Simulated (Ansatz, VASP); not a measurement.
## Two plane-wave programs on In

```xyz
1
Lattice="-1.6261 1.6261 2.5482 1.6261 -1.6261 2.5482 1.6261 1.6261 -2.5482" Properties=species:S:1:pos:R:3 pbc="T T T"
In    0.0000    0.0000    0.0000
```

Change from the starting cell: strain +0.000 along x and y, +0.030 along z, atoms carried along.

Alike in both runs: task single point; functional PBEsol; k mesh 20 × 20 × 20; occupations gaussian, width 0.15 eV; no spin polarisation.

```csv
,VASP,Ansatz
version,VASP 6.6.1,Ansatz 0.2.0
potentials or method,"VASP PAW PBE potentials, release 64 (In_d), cutoff 520 eV","scalar-relativistic, plane waves, PAW"
valence electrons in the cell,13,13
```

```csv
,VASP,Ansatz,Ansatz less VASP
gap on the k mesh at the Fermi level (eV),none,none,-
pressure (GPa),-2.0,-2.0,-0.03
"traceless stress, the component that is largest in VASP (GPa)",-0.07,-0.07,+0.005
```

VASP's potentials were made for PBE, not for PBEsol. A gap of «none» marks a metal or a gap that the smearing closes. With one functional, cell and mesh, what is left measures potentials, basis and numerics.
